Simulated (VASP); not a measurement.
Wanted: the native input for a VASP 6.6.1 run.

```yaml
Task: single point
Functional: revPBE
Potentials_or_basis: VASP PAW PBE potentials, release 64 (Mn_pv)
Cutoff: 520 eV
k_mesh: 14 × 14 × 10
Occupations: fermi-dirac, width 0.05 eV
Spin: collinear spin, antiferromagnetic start
Starting_moments: "[2.046, -2.046] μB"
Dipole_correction: no
Further_INCAR_settings: ALGO = Normal; EDIFF = 1e-06; NBANDS = 24
```

The structure of Mn lies in POSCAR:

```
Mn
1.0
    2.5640561748      0.0000000000      0.0000000000
    0.0000000000      2.5640561748      0.0000000000
    0.0000000000      0.0000000000      3.4596031800
Mn
2
Direct
    1.0000000000      1.0000000000      0.0000000000
    0.5000000000      0.5000000000      0.5000000000
```

The input as run:

INCAR

```
PREC = Accurate
ENCUT = 520
EDIFF = 1E-6
ISMEAR = -1
SIGMA = 0.05
LREAL = F
LASPH = T
NELM = 150
ALGO = Normal
ISIF = 2
LWAVE = F
LCHARG = F
ISPIN = 2
MAGMOM = 2.046 -2.046
LORBIT = 11
LMAXMIX = 4
GGA = RE
NBANDS = 24
```

KPOINTS

```
regular mesh
0
Gamma
  14 14 10
```

Potentials or basis: VASP PAW PBE potentials, release 64 (Mn_pv).

Command:

```bash
$ cat potpaw_PBE.64/Mn_pv/POTCAR > POTCAR
$ mpirun -np 1 vasp_std > vasp.out
```

It gave:

The pressure is 6.9 GPa. The band gap on the k mesh is zero (filled and empty bands overlap) and the net moment is 0.00 μB per cell. The site moments are Mn +1.93, -1.93 μB. The valence electrons inside the program's atomic spheres are Mn 11.87.

Caveat: the cell stands under pressure; the PAW data sets were made with another functional, which shifts forces and pressure a little.

Wall time 96 s on 1 thread of Intel(R) Xeon(R) 6975P-C (Granite Rapids) (shared host), peak memory 0.26 GiB.
